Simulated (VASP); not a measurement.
# Li3Y (P6_3/mmc) in VASP: single point with LDA

Aim: the single point of Li3Y with LDA.

Everything below comes from runs of VASP 6.6.1. Logs are shortened: lines on timing, memory, paths and dates and some standing lists are left out, and cuts for length are marked.

## Step 1: The cell of the first run

It takes space group P6_3/mmc (No. 194, hexagonal). Conventional cell: a = 6.568 Å, b = 6.568 Å, c = 4.993 Å, α = 90.00°, β = 90.00°, γ = 120.00°. Within 3.9 Å of Li (site symmetry mm2) lie 8 Li at 2.95 to 3.62 Å and 4 Y at 3.25 to 3.29 Å. Within 4.3 Å of Y (site symmetry -6m2) lie 12 Li at 3.25 to 3.29 Å.

## Step 2: Single point, LDA

INCAR

```
SYSTEM = Li3Y
PREC     = Accurate       ! precision mode
ENCUT    = 520            ! plane-wave cutoff, eV
EDIFF    = 1E-6           ! SCF threshold, eV
ISMEAR   = 0              ! smearing method
SIGMA    = 0.05           ! smearing width, eV
LREAL    = .FALSE.        ! projectors in reciprocal space
LASPH    = .TRUE.         ! aspherical terms in the spheres
NELM     = 60             ! most SCF steps
ALGO     = Normal         ! electronic algorithm
ISIF     = 2              ! what is computed and relaxed
LWAVE    = .FALSE.        ! write WAVECAR
LCHARG   = .FALSE.        ! write CHGCAR
NBANDS   = 30             ! bands
```

KPOINTS

```
regular mesh
0
G
  4 4 5
  0 0 0
```

POSCAR

```
Li3Y
1.0
    6.5680940000      0.0000000000      0.0000000000
   -3.2840470000      5.6881360000      0.0000000000
    0.0000000000      0.0000000000      4.9927860000
Li Y
6 2
Direct
    0.2995380000      0.1497690000      0.7500000000
    0.8502310000      0.1497690000      0.7500000000
    0.8502310000      0.7004620000      0.7500000000
    0.7004620000      0.8502310000      0.2500000000
    0.1497690000      0.8502310000      0.2500000000
    0.1497690000      0.2995380000      0.2500000000
    0.6666670000      0.3333330000      0.2500000000
    0.3333330000      0.6666670000      0.7500000000
```

Potentials or basis: VASP PAW LDA potentials, release 64 (Li_sv, Y_sv).

On the command line:

```bash
$ cat potpaw_LDA.64/Li_sv/POTCAR potpaw_LDA.64/Y_sv/POTCAR > POTCAR
$ mpirun -np 1 vasp_std > vasp.out
```

OUTCAR:

```text
SYSTEM = Li3Y
   PREC = Accurate
   ENCUT = 520
   EDIFF = 1E-6
   ISMEAR = 0
   LREAL = .FALSE.
   LASPH = .TRUE.
   NELM = 60
   ISIF = 2

 ion  position               nearest neighbor table
   1  0.300  0.150  0.750-   7 3.25   7 3.25   8 3.29   8 3.29
   2  0.850  0.150  0.750-   7 3.25   7 3.25   8 3.29   8 3.29
   3  0.850  0.700  0.750-   7 3.25   7 3.25   8 3.29   8 3.29
   4  0.700  0.850  0.250-   8 3.25   8 3.25   7 3.29   7 3.29
   5  0.150  0.850  0.250-   8 3.25   8 3.25   7 3.29   7 3.29
   6  0.150  0.300  0.250-   8 3.25   8 3.25   7 3.29   7 3.29
   7  0.667  0.333  0.250-   2 3.25   2 3.25   3 3.25   3 3.25   1 3.25   1 3.25   4 3.29   6 3.29
                             5 3.29   5 3.29   4 3.29   6 3.29
   8  0.333  0.667  0.750-   5 3.25   5 3.25   6 3.25   6 3.25   4 3.25   4 3.25   1 3.29   3 3.29
                             2 3.29   2 3.29   1 3.29   3 3.29

  LATTYP: Found a hexagonal cell.
 ALAT       =     6.5680940000
 C/A-ratio  =     0.7601575130

  Lattice vectors:

 A1 = (   6.5680940000,   0.0000000000,   0.0000000000)
 A2 = (  -3.2840470000,   5.6881360000,   0.0000000000)
 A3 = (   0.0000000000,   0.0000000000,   4.9927860000)

Analysis of symmetry for initial positions (statically):
=====================================================================
 Subroutine PRICEL returns:
 Original cell was already a primitive cell.

 Routine SETGRP: Setting up the symmetry group for a
 hexagonal supercell.

 Subroutine GETGRP returns: Found 24 space group operations
 (whereof 12 operations were pure point group operations)
 out of a pool of 24 trial point group operations.

The static configuration has the point symmetry D_3d.
 The point group associated with its full space group is D_6h.

Analysis of symmetry for dynamics (positions and initial velocities):
=====================================================================
 Subroutine PRICEL returns:
 Original cell was already a primitive cell.

 Routine SETGRP: Setting up the symmetry group for a
 hexagonal supercell.

 Subroutine GETGRP returns: Found 24 space group operations
 (whereof 12 operations were pure point group operations)
 out of a pool of 24 trial point group operations.

The dynamic configuration has the point symmetry D_3d.
 The point group associated with its full space group is D_6h.

 Subroutine INISYM returns: Found 24 space group operations
 (whereof 12 operations are pure point group operations),
 and found     1 'primitive' translations

----------------------------------------------------------------------------------------

                                     Primitive cell

  volume of cell :     186.5315

  direct lattice vectors                    reciprocal lattice vectors
     6.568094000  0.000000000  0.000000000     0.152251171  0.087902258  0.000000000
    -3.284047000  5.688136000  0.000000000     0.000000000  0.175804517  0.000000000
     0.000000000  0.000000000  4.992786000     0.000000000  0.000000000  0.200288977

  length of vectors
     6.568094000  6.568093776  4.992786000     0.175804511  0.175804517  0.200288977

  position of ions in fractional coordinates (direct lattice)
     0.299538000  0.149769000  0.750000000
     0.850231000  0.149769000  0.750000000
     0.850231000  0.700462000  0.750000000
     0.700462000  0.850231000  0.250000000
     0.149769000  0.850231000  0.250000000
     0.149769000  0.299538000  0.250000000
     0.666667000  0.333333000  0.250000000
     0.333333000  0.666667000  0.750000000

  ion indices of the primitive-cell ions
   primitive index   ion index
                 1           1
                 2           2
                 3           3
                 4           4
                 5           5
                 6           6
                 7           7
                 8           8

----------------------------------------------------------------------------------------

 KPOINTS: regular mesh

Automatic generation of k-mesh.
 Grid dimensions read from file:
 generate k-points for:    4    4    5

 Generating k-lattice:

  Cartesian coordinates                     Fractional coordinates (reciprocal lattice)
     0.038062793  0.021975565  0.000000000     0.250000000 -0.000000000  0.000000000
     0.000000000  0.043951129  0.000000000     0.000000000  0.250000000  0.000000000
     0.000000000  0.000000000  0.040057795     0.000000000  0.000000000  0.200000000

  Length of vectors
     0.043951128  0.043951129  0.040057795

  Shift w.r.t. Gamma in fractional coordinates (k-lattice)
     0.000000000  0.000000000  0.000000000

 Subroutine IBZKPT returns following result:
 ===========================================

 Found     12 irreducible k-points:

 Following reciprocal coordinates:
            Coordinates               Weight
  0.000000  0.000000  0.000000      1.000000
  0.250000 -0.000000  0.000000      6.000000
  0.500000 -0.000000  0.000000      3.000000
  0.250000  0.250000  0.000000      6.000000
  0.000000  0.000000  0.200000      2.000000
  0.250000 -0.000000  0.200000     12.000000
  0.500000 -0.000000  0.200000      6.000000
  0.250000  0.250000  0.200000     12.000000
  0.000000  0.000000  0.400000      2.000000
  0.250000 -0.000000  0.400000     12.000000
  0.500000 -0.000000  0.400000      6.000000
  0.250000  0.250000  0.400000     12.000000
   k-points           NKPTS =     12   k-points in BZ     NKDIM =     12   number of bands    NBANDS=     30
   number of dos      NEDOS =    301   number of ions     NIONS =      8
   total plane-waves  NPLWV = 100000
   dimension x,y,z NGX =    50 NGY =   50 NGZ =   40
   dimension x,y,z NGXF=   100 NGYF=  100 NGZF=   80
   ions per type =               6   2
   NGX,Y,Z   is equivalent  to a cutoff of  12.66, 12.66, 13.32 a.u.
   NGXF,Y,Z  is equivalent  to a cutoff of  25.31, 25.31, 26.64 a.u.
 SYSTEM =  Li3Y
   PREC   = accura    normal or accurate (medium, high low for compatibility)
   ISTART =      0    job   : 0-new  1-cont  2-samecut
   ICHARG =      2    charge: 1-file 2-atom 10-const
   ISPIN  =      1    spin polarized calculation?
   LNONCOLLINEAR =      F non collinear calculations
   LSORBIT =      F    spin-orbit coupling
   LASPH  =      T    aspherical Exc in radial PAW
   ENCUT  =  520.0 eV  38.22 Ry    6.18 a.u.  12.21 12.21  9.28*2*pi/ulx,y,z
   NELM   =     60;   NELMIN=  2; NELMDL= -5     # of ELM steps
   EDIFF  = 0.1E-05   stopping-criterion for ELM
   LREAL  =      F    real-space projection
   EDIFFG = 0.1E-04   stopping-criterion for IOM
   NSW    =      0    number of steps for IOM
   IBRION =     -1    ionic relax: 0-MD 1-quasi-New 2-CG
   NFREE  =      0    steps in history (QN), initial steepest desc. (CG)
   ISIF   =      2    stress and relaxation
   ISYM   =      2    0-nonsym 1-usesym 2-fastsym
   POTIM  = 0.5000    time-step for ionic-motion
   TEBEG  =    0.0;   TEEND  =   0.0 temperature during run
   PSTRESS=    0.0 pullay stress
   NELECT =      40.0000    total number of electrons
   NUPDOWN=      -1.0000    fix difference up-down
   EMIN   =  10.00;   EMAX   =-10.00  energy-range for DOS
   EFERMI =   0.00;   METHOD = LEGACY
   ISMEAR =     0;   SIGMA  =   0.05  broadening in eV -4-tet -1-fermi 0-gaus
   EFERMI_NEDOS =   21; number of points for ismear=-14 and -15
   IALGO  =     38    algorithm
   IMIX   =      4    mixing-type and parameters
     AMIX     =   0.40;   BMIX     =  1.00
     AMIX_MAG =   1.60;   BMIX_MAG =  1.00
  volume/ion in A,a.u.               =      23.32       157.35
  Fermi-wavevector in a.u.,A,eV,Ry     =   0.979890  1.851724 13.064107  0.960185
  Thomas-Fermi vector in A             =   2.110778
   LORBIT       =      0    0 simple, 1 ext, 2 COOP (PROOUT), +10 PAW based schemes
   GGA     = CA    functional components
   LHFCALC =     F    Hartree Fock is set to
   AEXX    =    0.0000 exact exchange contribution
   IVDW    =     0    specifies the selected vdW correction
   LEPSILON=     F    determine dielectric tensor
   LRPA    =     F    only Hartree local field effects (RPA)
 non-spin polarized calculation
 Gauss-broadening in eV      SIGMA  =   0.05
  energy-cutoff  :      520.00
  volume of cell :      186.53
 maximum number of plane-waves:      5044
 NGX is ok and might be reduce to    50
   NGX = 25   NGY = 25   NGZ = 19

 number of electron      40.0000018 magnetization

 Free energy of the ion-electron system (eV)
  ---------------------------------------------------
  ext. energy  EPLUGINS =         0.00000000
  ---------------------------------------------------
  free energy    TOTEN  =       -24.42782723 eV

  energy without entropy =      -24.41730329  energy(sigma->0) =      -24.42256526

 E-fermi :   1.3346     XC(G=0):  -8.0968

 val. band max:        1.2929619801   @ k =   0.0000   0.0000   0.2000
 cond. band min:       1.3372377930   @ k =   0.2500  -0.0000   0.0000
 fundamental gap:      0.0442758130
 Fermi energy:         1.3345675686

 k-point     1 :       0.0000    0.0000    0.0000
  band No.  band energies     occupation
      1     -43.7630      2.00000
      2     -43.7502      2.00000
      3     -43.7501      2.00000
      4     -43.7465      2.00000
      5     -43.7422      2.00000
      6     -43.7422      2.00000
[... 22 lines left out ...]
     29       3.2620      0.00000
     30       3.6112      0.00000

 k-point     2 :       0.2500   -0.0000    0.0000
  band No.  band energies     occupation
      1     -43.7626      2.00000
      2     -43.7505      2.00000
      3     -43.7501      2.00000
      4     -43.7463      2.00000
      5     -43.7425      2.00000
      6     -43.7422      2.00000
[... 22 lines left out ...]
     29       3.7320      0.00000
     30       3.7647      0.00000

 k-point     3 :       0.5000   -0.0000    0.0000
  band No.  band energies     occupation
      1     -43.7621      2.00000
      2     -43.7509      2.00000
      3     -43.7502      2.00000
      4     -43.7460      2.00000
      5     -43.7428      2.00000
      6     -43.7422      2.00000
[... 286 lines left out ...]
     29       4.1958      0.00000
     30       4.2004      0.00000

 k-point    12 :       0.2500    0.2500    0.4000
  band No.  band energies     occupation
      1     -43.7565      2.00000
      2     -43.7515      2.00000
      3     -43.7479      2.00000
      4     -43.7476      2.00000
      5     -43.7453      2.00000
      6     -43.7451      2.00000
[... 22 lines left out ...]
     29       3.6445      0.00000
     30       4.0652      0.00000

------------------------ aborting loop because EDIFF is reached ----------------------------------------

  FORCE on cell =-STRESS in cart. coord.  units (eV):
  Direction    XX          YY          ZZ          XY          YZ          ZX
  --------------------------------------------------------------------------------------
  -------------------------------------------------------------------------------------
  Total       -1.8593981     -1.8593979     -1.6704971      0.0000000      0.0000000      0.0000000
  in kB      -15.9709474    -15.9709460    -14.3484178      0.0000000      0.0000000      0.0000000
  external PRESSURE =     -15.4301037 kB  Pullay stress =       0.0000000 kB

 VOLUME and BASIS-vectors are now :
 -----------------------------------------------------------------------------
  energy-cutoff  :      520.00
  volume of cell :      186.53
      direct lattice vectors                 reciprocal lattice vectors
     6.568094000  0.000000000  0.000000000     0.152251171  0.087902258  0.000000000
    -3.284047000  5.688136000  0.000000000     0.000000000  0.175804517  0.000000000
     0.000000000  0.000000000  4.992786000     0.000000000  0.000000000  0.200288977

 POSITION                                       TOTAL-FORCE (eV/Angst)
 -----------------------------------------------------------------------------------
      1.47555      0.85191      3.74459         0.057346      0.033109      0.000000
      5.09255      0.85191      3.74459        -0.057346      0.033109      0.000000
      3.28405      3.98432      3.74459        -0.000000     -0.066217      0.000000
      1.80850      4.83623      1.24820        -0.057346     -0.033109      0.000000
     -1.80850      4.83623      1.24820         0.057346     -0.033109      0.000000
      0.00000      1.70381      1.24820         0.000000      0.066217      0.000000
      3.28405      1.89604      1.24820        -0.000000      0.000000      0.000000
     -0.00000      3.79209      3.74459         0.000000     -0.000000      0.000000
 -----------------------------------------------------------------------------------
    total drift:                                0.001735     -0.001002      0.001529

  FREE ENERGIE OF THE ION-ELECTRON SYSTEM (eV)
  ---------------------------------------------------
  free  energy   TOTEN  =       -24.4278272290 eV

  energy  without entropy=      -24.4173032938  energy(sigma->0) =      -24.42256526
```

It took 35 s on 1 thread of Intel Xeon 6975P-C (Granite Rapids), shared host; peak memory 0.27 GiB.

Results:

```
Free energy            : -24.4278 eV
Largest force          : 0.066 eV/Å
Band gap on the k mesh : zero (band 20 reaches 1.61 eV, above the bottom of band 21 at 1.15 eV)
```

Forces in eV/Å, atoms in the order of the input:
```
Li   0.057  0.033  0.000
Li  -0.057  0.033  0.000
Li   0.000 -0.066  0.000
Li  -0.057 -0.033  0.000
Li   0.057 -0.033  0.000
Li   0.000  0.066  0.000
Y    0.000  0.000  0.000
Y    0.000  0.000  0.000
```

Levels at points of the mesh, in eV from the Fermi level:
```tsv
k point	band 17	band 18	band 19	band 20	band 21	band 22	band 23	band 24
(0.00, 0.00, 0.00)	-0.59	-0.38	-0.38	-0.17	-0.17	0.52	0.90	0.90
(0.50, 0.00, 0.00)	-1.57	-0.45	-0.04	0.28	0.30	0.43	0.44	1.02
```

Caveat: the cutoff is under 1.25 times the usual one of these potentials, so pressure, stress and relaxed cells hold a basis-set (Pulay) error.
